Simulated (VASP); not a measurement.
Here is a VASP 6.6.1 calculation.

Contents of INCAR:

```
SYSTEM = Ga2O3
PREC     = Accurate       ! precision mode
ENCUT    = 520            ! plane-wave cutoff, eV
EDIFF    = 1E-6           ! SCF threshold, eV
ISMEAR   = -1             ! smearing method
SIGMA    = 0.02           ! smearing width, eV
LREAL    = .False.        ! projectors in reciprocal space
LASPH    = .True.         ! aspherical terms in the spheres
NELM     = 100            ! most SCF steps
ALGO     = Normal         ! electronic algorithm
ISIF     = 2              ! what is computed and relaxed
LWAVE    = .False.        ! write WAVECAR
LCHARG   = .False.        ! write CHGCAR
NBANDS   = 30             ! bands
```

The input KPOINTS:

```
Automatic mesh
0
Gamma
  12 12 4
  0 0 0
```

Contents of POSCAR:

```
Ga2O3
1.0
    2.9713197798      0.0000000000      0.0000000000
   -1.4856598899      2.5732384121      0.0000000000
    0.0000000000      0.0000000000      6.5953770545
Ga O
2 3
Direct
    0.3333333333      0.6666666667      0.2092661384
    0.6666666667      0.3333333333      0.7907338616
    0.0000000000      0.0000000000      0.0000000000
    0.3333333333      0.6666666667      0.6829586954
    0.6666666667      0.3333333333      0.3170413046
```

Potentials or basis: VASP PAW LDA potentials, release 64 (Ga_d, O).

Command:

```bash
$ cat potpaw_LDA.64/Ga_d/POTCAR potpaw_LDA.64/O/POTCAR > POTCAR
$ mpirun -np 1 vasp_std > vasp.out
```

(1) Predict the pressure.

(2) What does it give for the band gap on the k mesh?

(3) What does it give for the largest force?

## Answers

(1) 1.8 GPa.

(2) 2.41 eV.

(3) 0.092 eV/Å.
